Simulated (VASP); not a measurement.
# Y: electric field gradients with PBE

Crystal: Y.

```
Y
1.0
     0.00000    2.48500    2.48500
     2.48500    0.00000    2.48500
     2.48500    2.48500    0.00000
Y
1
Direct
  0.00000 0.00000 0.00000
```

This isn't the form of Y at room conditions, which is hcp.

```
Program                : VASP 6.6.1
Task                   : electric field gradients
Functional             : PBE
Potentials or basis    : VASP PAW PBE potentials, release 64 (Y_sv)
Cutoff                 : 520 eV
k mesh                 : 13 × 13 × 13
Occupations            : fermi-dirac, width 0.05 eV
Spin                   : non-collinear spin, zero start, spin-orbit coupling
Starting moments       : [[0.0, 0.0, 0.0]] μB
Dipole correction      : no
Further INCAR settings : ALGO = Normal; EDIFF = 1e-08; NBANDS = 22
```

```
Pressure                                              : 2.2 GPa
Net moment                                            : 0.00 μB per cell
Largest electric field gradient by atom               : zero within the noise of the run
Valence electrons inside the program's atomic spheres : Y 9.53
```

Moments on the atoms (μB; x, y, z):
```
Y   0.00 0.00 0.00
```

Wall time 96 s on 1 thread of AMD EPYC 9R45 96-Core Processor (Zen 5), with other jobs on the host, peak memory 0.28 GiB.
